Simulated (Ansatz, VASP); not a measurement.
## KMgF3 in VASP and in Ansatz

File INCAR:

```
SYSTEM = KMgF3
  ALGO = Normal
  EDIFF = 1E-7
  ENCUT = 520
  GGA = PE
  ISIF = 2
  ISMEAR = 0
  IVDW = 12
  LASPH = .TRUE.
  LCHARG = .FALSE.
  LREAL = .FALSE.
  LWAVE = .FALSE.
  NBANDS = 24
  NELM = 100
  PREC = Accurate
  SIGMA = 0.01
```

The input KPOINTS:

```
k-points
0
G
  6 6 6
  0 0 0
```

The input POSCAR:

```
KMgF3
1.0
    3.6396925474      0.0000000000      0.0000000000
    0.0000000000      3.6396925474      0.0000000000
    0.0000000000      0.0000000000      3.6396925474
K Mg F
1 1 3
Direct
    0.5000000000      0.5000000000      0.5000000000
    0.0000000000      0.0000000000      0.0000000000
    0.5000000000      0.0000000000      0.0000000000
    0.0000000000      0.5000000000      0.0000000000
    0.0000000000      0.0000000000      0.5000000000
```

Input for Ansatz:

```yaml
crystal:
  lattice:
    - [3.6396925474, 0.0, 0.0]
    - [0.0, 3.6396925474, 0.0]
    - [0.0, 0.0, 3.6396925474]
  atoms:
    - { symbol: K, position: [0.5, 0.5, 0.5] }
    - { symbol: Mg, position: [0.0, 0.0, 0.0] }
    - { symbol: F, position: [0.5, 0.0, 0.0] }
    - { symbol: F, position: [0.0, 0.5, 0.0] }
    - { symbol: F, position: [0.0, 0.0, 0.5] }
scf:
  occupations: { method: fixed }
output:
  forces: true
  stress: true
  eigenvalues: true
hamiltonian:
  xc: pbe
  dispersion: d3bj
basis:
  ecutwfc: 560
kpoints:
  mp_grid: { grid: [6, 6, 6] }
```

Alike in both runs: task single point; functional PBE; dispersion D3(BJ); k mesh 6 × 6 × 6; no spin polarisation.

|  | VASP | Ansatz |
| --- | --- | --- |
| version | VASP 6.6.1 | Ansatz 0.2.0 |
| potentials or method | VASP PAW PBE potentials, release 64 (K_sv, Mg, F), cutoff 520 eV | scalar-relativistic, plane waves, PAW |
| occupations | gaussian, width 0.01 eV | fixed |
| valence electrons in the cell | 32 | 40 |

```csv
,VASP,Ansatz,Ansatz less VASP
gap on the k mesh at the Fermi level (eV),9.75,9.77,+0.026
least direct gap on the mesh (eV),10.03,10.05,+0.022
```

VASP's potentials hold 32 valence electrons a cell and Ansatz's 40, so a difference there can come from the potentials and not from the codes.
